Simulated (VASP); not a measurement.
# Si (a cell with a defect) in VASP: relaxation of the atoms with PBEsol

Aim: the relaxation of the atoms of Si (a cell with a defect) with PBEsol.

Program: VASP 6.6.1. These are calculated values, not measurements. Logs are shortened: lines on timing, memory, paths and dates and some standing lists are left out, and cuts for length are marked.

## Step 1: The cell of the first run

The cell holds a defect, 31 atoms: a = 9.412 Å, b = 9.412 Å, c = 9.412 Å, α = 109.47°, β = 109.47°, γ = 109.47°.

## Step 2: Relaxation of the atoms, PBEsol (atoms taken out)

Contents of INCAR:

```
ALGO = Normal
EDIFF = 1E-7
EDIFFG = -0.02
ENCUT = 450
GGA = PS
GGA_COMPAT = False
IBRION = 2
ISIF = 2
ISMEAR = 0
LASPH = True
LCHARG = False
LREAL = Auto
LWAVE = False
NELECT = 122.0
NELM = 120
NELMIN = 4
NSW = 80
PREC = Accurate
SIGMA = 0.02
```

Contents of KPOINTS:

```
Automatic mesh
0
Gamma
  2 2 2
  0.5 0.5 0.5
```

Contents of POSCAR:

```
Si
1.0
   -5.4338342764      5.4338342764     -5.4338342764
    5.4338342764     -5.4338342764     -5.4338342764
   -5.4338342764     -5.4338342764      5.4338342764
Si
31
Direct
    0.5000000000      0.0000000000      0.0000000000
    0.2500000000      1.0000000000      0.5000000000
    1.0000000000      1.0000000000      0.7500000000
    0.7500000000      0.7500000000      0.2500000000
    0.7500000000      1.0000000000      1.0000000000
    0.5000000000      0.7500000000      0.5000000000
    0.2500000000      0.7500000000      0.7500000000
    0.0000000000      0.5000000000      0.2500000000
    1.0000000000      0.7500000000      1.0000000000
    0.7500000000      0.5000000000      0.5000000000
    0.5000000000      0.5000000000      0.7500000000
    0.2500000000      0.2500000000      0.2500000000
    0.2500000000      0.5000000000      0.0000000000
    1.0000000000      0.2500000000      0.5000000000
    0.7500000000      0.2500000000      0.7500000000
    0.5000000000      0.2500000000      0.0000000000
    0.7500000000      0.2500000000      0.5000000000
    0.5000000000      0.2500000000      0.7500000000
    0.2500000000      0.2500000000      0.0000000000
    0.0000000000      0.0000000000      0.5000000000
    0.0000000000      0.2500000000      0.2500000000
    0.7500000000      0.0000000000      0.7500000000
    0.2500000000      0.7500000000      0.5000000000
    0.2500000000      0.0000000000      0.2500000000
    0.0000000000      0.7500000000      0.7500000000
    0.7500000000      0.7500000000      0.0000000000
    0.5000000000      0.5000000000      0.5000000000
    0.5000000000      0.7500000000      0.2500000000
    0.2500000000      0.5000000000      0.7500000000
    0.0000000000      0.5000000000      0.0000000000
    0.7500000000      0.5000000000      0.2500000000
```

Potentials or basis: VASP PAW PBE potentials, release 64 (Si).

Run with:

```sh
> cat potpaw_PBE.64/Si/POTCAR > POTCAR
> mpirun -np 1 vasp_std > vasp.out
```

OUTCAR:

```text
EDIFF = 1E-7
   EDIFFG = -0.02
   ENCUT = 450
   GGA = PS
   IBRION = 2
   ISIF = 2
   ISMEAR = 0
   LASPH = True
   LREAL = Auto
   NELECT = 122.0
   NELM = 120
   NELMIN = 4
   NSW = 80
   PREC = Accurate

 ion  position               nearest neighbor table
   1  0.500  0.000  0.000-   5 2.35   7 2.35  16 2.35
   2  0.250  0.000  0.500-  18 2.35  20 2.35  23 2.35  24 2.35
   3  0.000  0.000  0.750-  19 2.35  20 2.35  22 2.35  25 2.35
   4  0.750  0.750  0.250-  20 2.35  26 2.35  28 2.35  31 2.35
   5  0.750  0.000  0.000-   1 2.35  21 2.35  22 2.35  26 2.35
   6  0.500  0.750  0.500-  22 2.35  23 2.35  27 2.35  28 2.35
   7  0.250  0.750  0.750-   1 2.35  23 2.35  25 2.35  29 2.35
   8  0.000  0.500  0.250-  21 2.35  23 2.35  30 2.35  31 2.35
   9  0.000  0.750  0.000-  24 2.35  25 2.35  26 2.35  30 2.35
  10  0.750  0.500  0.500-  17 2.35  25 2.35  27 2.35  31 2.35
  11  0.500  0.500  0.750-  18 2.35  26 2.35  27 2.35  29 2.35
  12  0.250  0.250  0.250-  19 2.35  21 2.35  24 2.35  27 2.35
  13  0.250  0.500  0.000-  19 2.35  28 2.35  29 2.35  30 2.35
  14  0.000  0.250  0.500-  17 2.35  20 2.35  21 2.35  29 2.35
  15  0.750  0.250  0.750-  17 2.35  18 2.35  22 2.35  30 2.35
  16  0.500  0.250  0.000-   1 2.35  18 2.35  19 2.35  31 2.35
  17  0.750  0.250  0.500-  10 2.35  14 2.35  15 2.35
  18  0.500  0.250  0.750-   2 2.35  11 2.35  15 2.35  16 2.35
  19  0.250  0.250  0.000-   3 2.35  12 2.35  13 2.35  16 2.35
  20  0.000  0.000  0.500-   2 2.35   3 2.35   4 2.35  14 2.35
  21  0.000  0.250  0.250-   5 2.35   8 2.35  12 2.35  14 2.35
  22  0.750  0.000  0.750-   3 2.35   5 2.35   6 2.35  15 2.35
  23  0.250  0.750  0.500-   2 2.35   6 2.35   7 2.35   8 2.35
  24  0.250  0.000  0.250-   2 2.35   9 2.35  12 2.35
  25  0.000  0.750  0.750-   3 2.35   7 2.35   9 2.35  10 2.35
  26  0.750  0.750  0.000-   4 2.35   5 2.35   9 2.35  11 2.35
  27  0.500  0.500  0.500-   6 2.35  10 2.35  11 2.35  12 2.35
  28  0.500  0.750  0.250-   4 2.35   6 2.35  13 2.35
  29  0.250  0.500  0.750-   7 2.35  11 2.35  13 2.35  14 2.35
  30  0.000  0.500  0.000-   8 2.35   9 2.35  13 2.35  15 2.35
  31  0.750  0.500  0.250-   4 2.35   8 2.35  10 2.35  16 2.35

  LATTYP: Found a body centered cubic cell.
 ALAT       =    10.8676685528

  Lattice vectors:

 A1 = (  -5.4338342764,   5.4338342764,  -5.4338342764)
 A2 = (   5.4338342764,  -5.4338342764,  -5.4338342764)
 A3 = (  -5.4338342764,  -5.4338342764,   5.4338342764)

Analysis of symmetry for initial positions (statically):
=====================================================================
 Subroutine PRICEL returns:
 Original cell was already a primitive cell.

 Routine SETGRP: Setting up the symmetry group for a
 body centered cubic supercell.

 Subroutine GETGRP returns: Found 24 space group operations
 (whereof  2 operations were pure point group operations)
 out of a pool of 48 trial point group operations.
[... 187 lines left out ...]
  volume of cell :      641.77
 maximum number of plane-waves:     13923
 NGX is ok and might be reduce to    70
   NGX = 33   NGY = 33   NGZ = 33

--------------------------------------- Ionic step        1  -------------------------------------------

 number of electron     121.9999994 magnetization

 Free energy of the ion-electron system (eV)
  ---------------------------------------------------
  ext. energy  EPLUGINS =         0.00000000
  ---------------------------------------------------
  free energy    TOTEN  =      -185.01811382 eV

  energy without entropy =     -185.01811382  energy(sigma->0) =     -185.01811382

------------------------ aborting loop because EDIFF is reached ----------------------------------------

  FORCE on cell =-STRESS in cart. coord.  units (eV):
  Direction    XX          YY          ZZ          XY          YZ          ZX
  --------------------------------------------------------------------------------------
  -------------------------------------------------------------------------------------
  Total      -22.2852694    -22.2852694    -22.2852694     -0.0000000      0.0000000      0.0000000
  in kB      -55.6351564    -55.6351564    -55.6351564     -0.0000000      0.0000000      0.0000000
  external PRESSURE =     -55.6351564 kB  Pullay stress =       0.0000000 kB
[... 176 lines left out ...]
  FREE ENERGIE OF THE ION-ELECTRON SYSTEM (eV)
  ---------------------------------------------------
  free  energy   TOTEN  =      -185.1063630787 eV

  energy  without entropy=     -185.1063630787  energy(sigma->0) =     -185.10636308

[... ionic steps 4 to 7 ...]

--------------------------------------- Ionic step        8  -------------------------------------------

 number of electron     121.9999999 magnetization

------------------------ aborting loop because EDIFF is reached ----------------------------------------
[... 125 lines left out ...]
--------------------------------------- Ionic step       10  -------------------------------------------

 number of electron     121.9999999 magnetization

 Free energy of the ion-electron system (eV)
  ---------------------------------------------------
  ext. energy  EPLUGINS =         0.00000000
  ---------------------------------------------------
  free energy    TOTEN  =      -185.13931555 eV

  energy without entropy =     -185.13931555  energy(sigma->0) =     -185.13931555

 E-fermi :   4.8140     XC(G=0):  -9.3667

 val. band max:        4.7164434682   @ k =   0.2500   0.2500   0.2500
 cond. band min:       5.3681674156   @ k =  -0.2500   0.2500   0.2500
 fundamental gap:      0.6517239473
 Fermi energy:         4.8140449245

 k-point     1 :       0.2500    0.2500    0.2500
  band No.  band energies     occupation
      1      -5.6725      2.00000
      2      -5.6725      2.00000
      3      -5.6725      2.00000
      4      -5.4107      2.00000
      5      -3.7623      2.00000
      6      -3.7623      2.00000
[... 65 lines left out ...]
     72       7.1722      0.00000
     73       7.1722      0.00000

 k-point     2 :      -0.2500    0.2500    0.2500
  band No.  band energies     occupation
      1      -6.1378      2.00000
      2      -5.1623      2.00000
      3      -5.1623      2.00000
      4      -5.1209      2.00000
      5      -4.9000      2.00000
      6      -4.3317      2.00000
[... 65 lines left out ...]
     72       7.7863      0.00000
     73       7.7863      0.00000
 [bands above 73 left out]

------------------------ aborting loop because EDIFF is reached ----------------------------------------

  FORCE on cell =-STRESS in cart. coord.  units (eV):
  Direction    XX          YY          ZZ          XY          YZ          ZX
  --------------------------------------------------------------------------------------
  -------------------------------------------------------------------------------------
  Total      -21.2457751    -21.2457751    -21.2457751     -0.0000000      0.0000000      0.0000000
  in kB      -53.0400598    -53.0400598    -53.0400598     -0.0000000      0.0000000      0.0000000
  external PRESSURE =     -53.0400598 kB  Pullay stress =       0.0000000 kB
[... 46 lines left out ...]
  FREE ENERGIE OF THE ION-ELECTRON SYSTEM (eV)
  ---------------------------------------------------
  free  energy   TOTEN  =      -185.1393155537 eV

  energy  without entropy=     -185.1393155537  energy(sigma->0) =     -185.13931555

 reached required accuracy - stopping structural energy minimisation
```

OSZICAR:

```text
N       E                     dE             d eps       ncg     rms          rms(c)
DAV:   1     0.284295341947E+03    0.28430E+03   -0.42894E+04   308   0.116E+03
DAV:   2    -0.157582865862E+03   -0.44188E+03   -0.42210E+03   374   0.178E+02
DAV:   3    -0.187690829030E+03   -0.30108E+02   -0.29625E+02   368   0.421E+01
[... 86 lines left out ...]
DAV:   3    -0.185139316386E+03    0.76099E-05   -0.26265E-05   368   0.164E-02    0.165E-02
DAV:   4    -0.185139315138E+03    0.12481E-05   -0.14560E-05   368   0.975E-03    0.366E-03
DAV:   5    -0.185139315352E+03   -0.21417E-06   -0.29844E-06   360   0.469E-03    0.262E-03
DAV:   6    -0.185139315537E+03   -0.18427E-06   -0.93207E-08   264   0.941E-04    0.131E-03
DAV:   7    -0.185139315554E+03   -0.17009E-07   -0.21084E-08   208   0.501E-04
  10 F= -.18513932E+03 E0= -.18513932E+03  d E =-.400287E-03
```

Wall time 29 min (1 thread of Intel Xeon 8259CL, shared host); peak memory 0.74 GiB.

What came out:

| Quantity | Value |
| --- | --- |
| Free energy | -185.1393 eV |
| Energy gained by relaxing | 3.9 meV/atom |
| Ionic steps | 10 |
| Largest force after relaxing | 0.013 eV/Å |

Forces in eV/Å, atoms in the order of the input:
```
Si   0.007  0.007 -0.007
Si   0.001 -0.002  0.002
Si   0.000  0.000  0.000
Si  -0.002  0.002  0.001
Si   0.001  0.002 -0.002
Si  -0.002  0.001  0.002
Si   0.002  0.002 -0.001
Si   0.000  0.000  0.000
Si   0.002 -0.001  0.002
Si  -0.001 -0.002 -0.002
Si   0.000  0.000  0.000
Si   0.002 -0.002  0.001
Si  -0.001  0.002  0.002
Si  -0.002 -0.001 -0.002
Si  -0.002 -0.002 -0.001
Si   0.002  0.001 -0.002
Si  -0.007 -0.007 -0.007
Si   0.007  0.003 -0.007
Si  -0.003  0.007  0.007
Si   0.003 -0.007  0.007
Si   0.007 -0.007  0.003
Si   0.003  0.007 -0.007
Si   0.007  0.007 -0.003
Si   0.007 -0.007  0.007
Si  -0.003 -0.007 -0.007
Si   0.007 -0.003  0.007
Si  -0.007  0.003  0.007
Si  -0.007  0.007  0.007
Si  -0.007 -0.003 -0.007
Si  -0.007 -0.007 -0.003
Si  -0.007  0.007  0.003
```

Step by step:
```
step  energy change (eV)  largest force (eV/Å)  pressure (GPa)
   1              0.0000                0.4717           -5.56
   2             -0.0879                0.1389           -5.48
   3             -0.0882                0.1159           -5.49
   4             -0.0984                0.0913           -5.46
   5             -0.1133                0.0676           -5.38
   6             -0.1192                0.0270           -5.37
   7             -0.1201                0.0352           -5.36
   8             -0.1207                0.0297           -5.34
   9             -0.1208                0.0260           -5.33
  10             -0.1212                0.0125           -5.30
```

Final structure:
```cif
data_structure
_symmetry_space_group_name_H-M 'P 1'
_symmetry_Int_Tables_number 1
_cell_length_a 9.4117
_cell_length_b 9.4117
_cell_length_c 9.4117
_cell_angle_alpha 109.471
_cell_angle_beta 109.471
_cell_angle_gamma 109.471
_cell_volume 641.77
loop_
_atom_site_label
_atom_site_type_symbol
_atom_site_fract_x
_atom_site_fract_y
_atom_site_fract_z
_atom_site_occupancy
Si1 Si 0.50000 0.00000 0.99482 1
Si2 Si 0.25481 0.00000 0.50273 1
Si3 Si 0.00000 0.00000 0.75000 1
Si4 Si 0.75273 0.75481 0.25000 1
Si5 Si 0.75273 0.00000 0.00481 1
Si6 Si 0.50000 0.75481 0.50273 1
Si7 Si 0.24727 0.74727 0.75209 1
Si8 Si 0.00000 0.50000 0.25000 1
Si9 Si 0.00209 0.74727 0.99727 1
Si10 Si 0.74519 0.49791 0.49519 1
Si11 Si 0.50000 0.50000 0.75000 1
Si12 Si 0.25481 0.25273 0.25000 1
Si13 Si 0.24727 0.50209 0.99727 1
Si14 Si 0.99791 0.24519 0.49519 1
Si15 Si 0.74519 0.24519 0.74791 1
Si16 Si 0.50000 0.25273 0.00481 1
Si17 Si 0.75518 0.25518 0.50518 1
Si18 Si 0.50000 0.24993 0.75165 1
Si19 Si 0.25007 0.25172 0.00007 1
Si20 Si 0.00165 0.00000 0.49993 1
Si21 Si 0.00165 0.24993 0.25000 1
Si22 Si 0.74993 0.00000 0.75165 1
Si23 Si 0.25007 0.75007 0.50172 1
Si24 Si 0.24482 0.00000 0.25000 1
Si25 Si 0.99835 0.74828 0.74835 1
Si26 Si 0.75172 0.75007 0.00007 1
Si27 Si 0.50000 0.50165 0.49993 1
Si28 Si 0.50000 0.74482 0.25000 1
Si29 Si 0.24828 0.49835 0.74835 1
Si30 Si 0.99835 0.49835 0.99828 1
Si31 Si 0.74993 0.50165 0.25000 1
```

Levels at points of the mesh, in eV from the Fermi level:
```tsv
k point	band 58	band 59	band 60	band 61	band 62	band 63	band 64	band 65
(0.25, 0.25, 0.25)	-0.13	-0.10	-0.10	-0.10	1.09	1.09	1.09	2.13
```

Caveat: the cell carries a net charge on a neutralising background, which shifts energy and pressure; the cell differs from its parent crystal (atoms taken out); the cell is charged against a uniform background, so pressure and absolute levels hang on convention; the PAW data sets were made with another functional, which shifts forces and pressure a little.
